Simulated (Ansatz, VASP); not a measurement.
# One calculation of CdS, two programs

```
Cd S
1.0
     0.07200    2.49923    2.71654
     2.84950    0.00000    2.78854
     2.77750    2.49923    0.07200
Cd S
1 1
Cartesian
  -0.1000 0.0000 -0.0183
  2.9495 2.4992 2.8069
```

Alike in both runs: task single point; functional PBEsol; k mesh 12 × 12 × 12; occupations gaussian, width 0.05 eV; no spin polarisation.

|  | VASP | Ansatz |
| --- | --- | --- |
| version | VASP 6.6.1 | Ansatz 0.2.0 |
| potentials or method | VASP PAW PBE potentials, release 64 (Cd, S), cutoff 520 eV | scalar-relativistic, plane waves, PAW |
| valence electrons in the cell | 18 | 26 |

Ansatz gave:

* gap on the k mesh at the Fermi level (eV): none
* pressure (GPa): 6.5
* traceless stress, the component that is largest in VASP (GPa): 6.37
* rms of the force components (eV/Å): 0.076

Question: What did VASP give for the same quantities?

Answer: gap on the k mesh at the Fermi level (eV): none; pressure (GPa): 7.2; traceless stress, the component that is largest in VASP (GPa): 6.73; rms of the force components (eV/Å): 0.084.

VASP's potentials were made for PBE, not for PBEsol. Atom by atom the forces differ by 0.008 eV/Å (rms over components). A gap of «none» marks a metal or a gap that the smearing closes. VASP's potentials hold 18 valence electrons a cell and Ansatz's 26, so a difference there can come from the potentials and not from the codes.
